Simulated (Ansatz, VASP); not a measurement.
## GaP in VASP and in Ansatz

Contents of POSCAR:

```
GaP
1.0
    1.9430151800      1.1218003300      6.4308101000
   -1.9430151800      1.1218003300      6.4308101000
    0.0000000000     -2.2436006700      6.4308101000
Ga P
2 2
Direct
    0.4353720000      0.4353720000      0.4353720000
    0.5646280000      0.5646280000      0.5646280000
    0.0573890000      0.0573890000      0.0573890000
    0.9426110000      0.9426110000      0.9426110000
```

Contents of INCAR.step1:

```
ALGO = Normal ; EDIFF = 1E-5
ENCUT = 550 ; GGA = PE
GGA_COMPAT = False ; ISMEAR = 0
LASPH = True ; LCHARG = False
LREAL = False ; LWAVE = True
NBANDS = 26 ; NELM = 120
PREC = Accurate ; SIGMA = 0.01
```

Contents of INCAR.step2:

```
ALGO = Normal ; EDIFF = 1E-6
ENCUT = 550 ; GGA_COMPAT = False
ISIF = 2 ; ISMEAR = 0
ISTART = 1 ; LASPH = True
LCHARG = False ; LMIXTAU = True
LREAL = False ; LWAVE = False
METAGGA = R2SCAN ; NBANDS = 26
NELM = 120 ; PREC = Accurate
SIGMA = 0.01
```

File KPOINTS:

```
k-points
0
Gamma
  4 4 4
```

Input for Ansatz:

```yaml
crystal:
  lattice:
    - [1.94301518, 1.12180033, 6.4308101]
    - [-1.94301518, 1.12180033, 6.4308101]
    - [0.0, -2.24360067, 6.4308101]
  atoms:
    - { symbol: Ga, position: [0.435372, 0.435372, 0.435372] }
    - { symbol: Ga, position: [0.564628, 0.564628, 0.564628] }
    - { symbol: P, position: [0.057388999999999996, 0.057388999999999996, 0.057388999999999996] }
    - { symbol: P, position: [0.942611, 0.942611, 0.942611] }
basis:
  ecutwfc: 517.016338673772
kpoints:
  mp_grid:
    grid: [4, 4, 4]
hamiltonian:
  xc: r2scan
scf:
  occupations:
    method: fixed
output:
  eigenvalues: true
```

Alike in both runs: task single point; functional r2SCAN; k mesh 4 × 4 × 4; no spin polarisation.

|  | VASP | Ansatz |
| --- | --- | --- |
| version | VASP 6.6.1 | Ansatz 0.2.0 |
| potentials or method | VASP PAW PBE potentials, release 64 (Ga_d, P), cutoff 550 eV | plane waves, PAW |
| occupations | gaussian, width 0.01 eV | fixed |
| valence electrons in the cell | 36 | 36 |

```csv
,VASP,Ansatz,Ansatz less VASP
gap on the k mesh at the Fermi level (eV),1.07,1.06,-0.007
```

VASP's potentials were made for PBE, not for r2SCAN.

The k mesh is coarse, so the values compare programs but aren't converged.
